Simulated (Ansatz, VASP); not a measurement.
# Pd in VASP and in Ansatz

INCAR

```
ALGO     = Normal         # electronic algorithm
EDIFF    = 1E-6           # SCF threshold, eV
ENCUT    = 520            # plane-wave cutoff, eV
GGA      = RE             # functional
ISIF     = 2              # what is computed and relaxed
ISMEAR   = -1             # smearing method
LASPH    = True           # aspherical terms in the spheres
LCHARG   = True           # write CHGCAR
LELF     = True           # ELF
LREAL    = False          # projectors in reciprocal space
LVHAR    = True         
LWAVE    = False          # write WAVECAR
NBANDS   = 11             # bands
NELM     = 100            # most SCF steps
PREC     = Accurate       # precision mode
SIGMA    = 0.05           # smearing width, eV
```

KPOINTS

```
k-points
0
Gamma
  12 12 12
```

POSCAR

```
Pd
1.0
    0.0000000000      1.9465000000      1.9465000000
    1.9465000000      0.0000000000      1.9465000000
    1.9465000000      1.9465000000      0.0000000000
Pd
1
Direct
    0.0000000000      0.0000000000      0.0000000000
```

input.yaml

```yaml
crystal:
  lattice:
    - [0.0, 1.9465, 1.9465]
    - [1.9465, 0.0, 1.9465]
    - [1.9465, 1.9465, 0.0]
  atoms:
    - { symbol: Pd, position: [0.0, 0.0, 0.0] }
hamiltonian:
  xc: revpbe
  pseudopotentials: { kind: paw }
kpoints:
  mp_grid: { grid: [12, 12, 12] }
  band_path:
    path:
      - [[0.0, 0.0, 0.0], [0.5, 0.0, 0.5], [0.5, 0.25, 0.75], [0.375, 0.375, 0.75], [0.0, 0.0, 0.0], [0.5, 0.5, 0.5], [0.625, 0.25, 0.625], [0.5, 0.25, 0.75], [0.5, 0.5, 0.5], [0.375, 0.375, 0.75]]
      - [[0.625, 0.25, 0.625], [0.5, 0.0, 0.5]]
    npoints: 14
scf:
  occupations: { method: fermi_dirac, width: 0.05 }
  n_extra_bands: 6
output:
  forces: true
  stress: true
  eigenvalues: true
  fatbands: false
  write_density: true
  write_potential: true
  elf: true
  volumetric_format: npy
```

Alike in both runs: functional revPBE; k mesh 12 × 12 × 12; occupations fermi-dirac, width 0.05 eV; no spin polarisation.

|  | VASP | Ansatz |
| --- | --- | --- |
| version | VASP 6.6.1 | Ansatz 0.2.0 |
| potentials or method | VASP PAW PBE potentials, release 64 (Pd) | Ansatz PAW |
| plane-wave cutoff (eV) | 520 | 420 |
| valence electrons in the cell | 10 | 18 |
| task | single point | band structure |

Ansatz gave:

* gap on the k mesh at the Fermi level (eV): none
* pressure (GPa): 10.4

Q: Estimate VASP's values.

A: gap on the k mesh at the Fermi level (eV): none; pressure (GPa): 10.1.

VASP's potentials were made for PBE, not for revPBE. A gap of «none» marks a metal or a gap that the smearing closes. With one functional, cell and mesh, what is left measures potentials, basis and numerics. VASP's potentials hold 10 valence electrons a cell and Ansatz's 18, so a difference there can come from the potentials and not from the codes.
